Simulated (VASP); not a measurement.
GeSb2Te4: single point with r2SCAN+rVV10

The system is GeSb2Te4.

```
CELL_PARAMETERS angstrom
-3.89580 3.89580 3.73408
3.89580 -3.89580 3.73408
3.89580 3.89580 -3.73408
ATOMIC_POSITIONS crystal
Ge 0.00000 0.00000 0.00000
Sb 0.00000 0.50000 0.50000
Sb 0.50000 0.00000 0.50000
Te 0.04367 0.95633 0.50000
Te 0.54367 0.04367 0.08735
Te 0.95633 0.45633 0.91265
Te 0.45633 0.54367 0.50000
```

```yaml
Program: VASP 6.6.1
Task: single point
Functional: r2SCAN
Dispersion: rVV10
Potentials_or_basis: VASP PAW PBE potentials, release 64 (Ge_d, Sb, Te)
Cutoff: 520 eV
k_mesh: 6 × 6 × 6
Occupations: fermi-dirac, width 0.03 eV
Spin: no spin polarisation
```

* Pressure: 0.1 GPa
* Largest force: 0.021 eV/Å
* Band gap on the k mesh: zero (bands 24 and 25 overlap by 1.13 eV)

Forces on the atoms (eV/Å):
```
Ge   0.000  0.000  0.000
Sb   0.000  0.000  0.000
Sb   0.000  0.000  0.000
Te   0.015 -0.015  0.000
Te  -0.015 -0.015  0.000
Te   0.015  0.015  0.000
Te  -0.015  0.015  0.000
```

Stress tensor (GPa, compression positive):
```
-0.03  0.00  0.00
 0.00 -0.03  0.00
 0.00  0.00  0.39
```

Levels at points of the mesh, in eV from the Fermi level:
| k point | band 21 | band 22 | band 23 | band 24 | band 25 | band 26 | band 27 | band 28 |
| --- | --- | --- | --- | --- | --- | --- | --- | --- |
| (0.00, 0.00, 0.00) | -1.88 | -0.39 | -0.07 | 0.70 | 2.17 | 2.17 | 2.47 | 2.95 |
| (0.50, 0.00, 0.00) | -1.60 | -1.53 | -1.30 | -1.05 | 0.17 | 0.36 | 1.13 | 1.93 |
| (0.50, 0.50, 0.00) | -2.10 | -1.82 | -1.12 | -0.52 | -0.21 | 0.42 | 0.84 | 2.03 |
| (0.50, 0.50, 0.50) | -1.73 | -0.98 | -0.49 | -0.49 | 0.11 | 0.11 | 0.38 | 0.54 |

Run time: 30 min on 1 thread of Intel Xeon 8259CL (shared host), peak memory 0.96 GiB.

Caveat: the PAW data sets were made with another functional, which shifts forces and pressure a little; spin-orbit coupling is left out, which moves the levels of the heavy elements.
